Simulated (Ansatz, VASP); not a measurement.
Sc in VASP and in Ansatz

```
CELL_PARAMETERS angstrom
0.00000 2.27050 2.27050
2.20239 0.00000 2.27050
2.20239 2.27050 0.00000
ATOMIC_POSITIONS crystal
Sc 0.00000 0.00000 0.00000
```

Change from the starting cell: strain -0.0300 x Voigt [1, 0, 0, 0, 0, 0], atoms carried along.

Alike in both runs: task single point; functional r2SCAN; k mesh 18 × 18 × 18; occupations gaussian, width 0.15 eV; no spin polarisation.

|  | VASP | Ansatz |
| --- | --- | --- |
| version | VASP 6.6.1 | Ansatz 0.2.0 |
| potentials or method | VASP PAW PBE potentials, release 64 (Sc_sv), cutoff 520 eV | scalar-relativistic, plane waves, PAW |
| valence electrons in the cell | 11 | 11 |

```csv
,VASP,Ansatz,Ansatz less VASP
gap on the k mesh at the Fermi level (eV),none,none,-
pressure (GPa),6.3,6.0,-0.21
"traceless stress, the component that is largest in VASP (GPa)",0.25,0.25,-0.003
```

VASP's potentials were made for PBE, not for r2SCAN. A gap of «none» marks a metal or a gap that the smearing closes.
